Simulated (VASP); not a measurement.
Input of a VASP 6.6.1 run:

The input INCAR:

```
PREC     = Accurate       # precision mode
ENCUT    = 600            # plane-wave cutoff, eV
EDIFF    = 1E-7           # SCF threshold, eV
ISMEAR   = -1             # smearing method
SIGMA    = 0.05           # smearing width, eV
LREAL    = F              # projectors in reciprocal space
LASPH    = T              # aspherical terms in the spheres
NELM     = 100            # most SCF steps
ALGO     = Normal         # electronic algorithm
ISIF     = 3              # what is computed and relaxed
LWAVE    = F              # write WAVECAR
LCHARG   = F              # write CHGCAR
GGA      = PS             # functional
IBRION   = 2              # ionic algorithm
NSW      = 60             # ionic steps
EDIFFG   = -0.01          # ionic threshold
```

File KPOINTS:

```
Automatic mesh
0
Gamma
  10 10 10
```

POSCAR

```
As
1.0
    2.7036817444      0.0000000000      0.0000000000
    0.0000000000      2.7036817444      0.0000000000
    0.0000000000      0.0000000000      2.7036817444
As
1
Direct
    0.5000000000      0.5000000000      0.5000000000
```

Potentials or basis: VASP PAW PBE potentials, release 64 (As).

Run with:

```sh
$ cat potpaw_PBE.64/As/POTCAR > POTCAR
$ mpirun -np 1 vasp_std > vasp.out
```

(1) Estimate the relaxed cell.

(2) Estimate the space group after relaxing (to 0.05 Å).

(3) Predict the relaxed volume.

Results:

(1) a = 2.691 Å, b = 2.691 Å, c = 2.691 Å, α = 90.00°, β = 90.00°, γ = 90.00°.

(2) Pm-3m (No. 221).

(3) 19.48 Å³/atom.

Caveat: the PAW data sets were made with another functional, which shifts forces and pressure a little.
